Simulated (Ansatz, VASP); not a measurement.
# CaO: VASP beside Ansatz

File INCAR:

```
ALGO = Normal
EDIFF = 1E-6
ENCUT = 520
GGA = PE
ISIF = 2
ISMEAR = -1
LASPH = T
LCHARG = F
LREAL = F
LWAVE = F
NBANDS = 24
NELM = 100
PREC = Accurate
SIGMA = 0.02
```

The input KPOINTS:

```
k-points
0
Gamma
  12 12 6
```

File POSCAR:

```
CaO
1.0
    3.9808379968      0.0000000000      0.0000000000
   -1.9904189984      3.4475068336      0.0000000000
    0.0000000000      0.0000000000      4.7704440668
Ca O
2 2
Direct
    0.3333333333      0.6666666667     -0.0625000000
    0.6666666667      0.3333333333      0.4375000000
    0.3333333333      0.6666666667      0.4375000000
    0.6666666667      0.3333333333      0.9375000000
```

Input for Ansatz:

```yaml
crystal:
  lattice:
    - [3.9808379968, 0.0, 0.0]
    - [-1.9904189984, 3.4475068336, 0.0]
    - [0.0, 0.0, 4.7704440668]
  atoms:
    - { symbol: Ca, position: [0.3333333333, 0.6666666667, -0.0625] }
    - { symbol: Ca, position: [0.6666666667, 0.3333333333, 0.4375] }
    - { symbol: O, position: [0.3333333333, 0.6666666667, 0.4375] }
    - { symbol: O, position: [0.6666666667, 0.3333333333, 0.9375] }
kpoints:
  mp_grid: { grid: [12, 12, 6] }
  band_path:
    path:
      - [0.0, 0.0, 0.0]
      - [0.5, 0.0, 0.0]
      - [0.3333333333, 0.3333333333, 0.0]
      - [0.0, 0.0, 0.5]
      - [0.5, 0.0, 0.5]
      - [0.3333333333, 0.3333333333, 0.5]
    npoints: 1
hamiltonian:
  xc: pbe
scf:
  occupations: { method: fermi_dirac, width: 0.02 }
  n_extra_bands: 5
output:
  forces: true
  stress: true
  eigenvalues: true
  write_density: true
  write_potential: true
  elf: true
  volumetric_format: npy
```

Alike in both runs: task single point; functional PBE; k mesh 12 × 12 × 6; occupations fermi-dirac, width 0.02 eV; no spin polarisation.

|  | VASP | Ansatz |
| --- | --- | --- |
| version | VASP 6.6.1 | Ansatz 0.2.0 |
| potentials or method | VASP PAW PBE potentials, release 64 (Ca_sv, O) | plane waves, PAW |
| plane-wave cutoff (eV) | 520 | 420 |
| valence electrons in the cell | 32 | 32 |

```csv
,VASP,Ansatz,Ansatz less VASP
gap on the k mesh at the Fermi level (eV),3.19,3.21,+0.015
pressure (GPa),2.3,1.8,-0.51
"traceless stress, the component that is largest in VASP (GPa)",0.33,0.31,-0.023
```
